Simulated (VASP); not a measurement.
Here is a VASP 6.6.1 calculation.

INCAR

```
PREC = Accurate
ENCUT = 500
EDIFF = 1E-6
ISMEAR = 1
SIGMA = 0.0656
LREAL = F
LASPH = T
NELM = 120
ALGO = Normal
ISIF = 2
LWAVE = F
LCHARG = F
GGA = PE
NBANDS = 16
GGA_COMPAT = F
```

The input KPOINTS:

```
Automatic mesh
0
Gamma
  5 5 5
```

File POSCAR:

```
GaAs
1.0
    0.0000000000      2.8974490000      2.8974490000
    2.8974490000      0.0000000000      2.8974490000
    2.8974490000      2.8974490000      0.0000000000
Ga As
1 1
Direct
    0.0000000000      0.0000000000      0.0000000000
    0.2500000000      0.2500000000      0.2500000000
```

Potentials or basis: VASP PAW PBE potentials, release 64 (Ga_d, As).

Command:

```console
$ cat potpaw_PBE.64/Ga_d/POTCAR potpaw_PBE.64/As/POTCAR > POTCAR
$ mpirun -np 1 vasp_std > vasp.out
```

Problem. What does it give for the band gap on the k mesh?

Solution. Zero (filled and empty bands touch).

Problem. Estimate the pressure.

Solution. -1.0 GPa.

Caveat: the k points lie up to 0.38 Å⁻¹ apart.
